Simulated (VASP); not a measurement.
SiO2, 24 atoms in the cell. The cell holds a slab with vacuum, 24 atoms: a = 5.930 Å, b = 5.341 Å, c = 17.775 Å, α = 90.00°, β = 90.00°, γ = 90.00°. 

```yaml
Program: VASP 6.6.1
Task: relaxation of the atoms
Functional: PBE
Potentials_or_basis: VASP PAW PBE potentials, release 64 (Si, O)
Cutoff: 520 eV
k_mesh: 2 × 2 × 1
Occupations: fermi-dirac, width 0.05 eV
Spin: no spin polarisation
Dipole_correction: no
Atoms_held_fixed_from_0: "[0, 1, 4, 5, 9, 11, 17, 19]"
Further_INCAR_settings: LREAL = Auto; ALGO = Normal; EDIFF = 1e-06; IBRION = 2; EDIFFG = -0.08; NSW = 45
```

Potentials or basis: VASP PAW PBE potentials, release 64 (Si, O).

The run is started by

```bash
$ cat potpaw_PBE.64/Si/POTCAR potpaw_PBE.64/O/POTCAR > POTCAR
$ mpirun -np 2 vasp_std > vasp.out
```

Hardware: 2 MPI ranks on Intel(R) Xeon(R) Platinum 8488C (Sapphire Rapids), on a shared host.

Estimate the wall time of this run.

Run time: 28 min on 2 MPI ranks on Intel(R) Xeon(R) Platinum 8488C (Sapphire Rapids), with other jobs on the host, peak memory 0.4 GiB a rank. Counts: scf iterations 345, k points 4, ion steps 22.
